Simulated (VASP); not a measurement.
Wanted: the native input for a VASP 6.6.1 run.

| Property | Result |
| --- | --- |
| Task | single point |
| Functional | PBE |
| Potentials or basis | VASP PAW PBE potentials, release 64 (Bi_d, P) |
| Cutoff | 520 eV |
| k mesh | 10 × 10 × 6 |
| Occupations | gaussian, width 0.05 eV |
| Spin | no spin polarisation |
| Dipole correction | no |
| Further INCAR settings | ALGO = Normal; EDIFF = 1e-07; NBANDS = 28 |

The structure of BiP lies in POSCAR:

```
BiP
1.0
    4.0837409347      0.0000000000      0.0000000000
   -2.0418704674      3.5366233919      0.0000000000
    0.0000000000      0.0000000000      7.2393088105
Bi P
2 2
Direct
    0.0000000000      0.0000000000      0.0000000000
    0.0000000000      0.0000000000      0.5000000000
    0.3333333333      0.6666666667      0.2500000000
    0.6666666667      0.3333333333      0.7500000000
```

One way to write it, as run:

INCAR

```
SYSTEM = BiP
ALGO = Normal
EDIFF = 1E-7
ENCUT = 520
GGA = PE
ISIF = 2
ISMEAR = 0
LASPH = .True.
LCHARG = .False.
LREAL = .False.
LWAVE = .False.
NBANDS = 28
NELM = 60
PREC = Accurate
SIGMA = 0.05
```

KPOINTS

```
k-points
0
Gamma
  10 10 6
  0 0 0
```

Potentials or basis: VASP PAW PBE potentials, release 64 (Bi_d, P).

The run is started by

```sh
$ cat potpaw_PBE.64/Bi_d/POTCAR potpaw_PBE.64/P/POTCAR > POTCAR
$ mpirun -np 1 vasp_std > vasp.out
```

Results of the run:

```
Pressure               : -1.3 GPa
Band gap on the k mesh : zero (bands 20 and 21 overlap by 0.87 eV)
```

Caveat: spin-orbit coupling is left out, which moves the levels of the heavy elements.

Run time: 66 s on 1 thread of Intel(R) Xeon(R) 6975P-C (Granite Rapids), with other jobs on the host, peak memory 0.28 GiB.
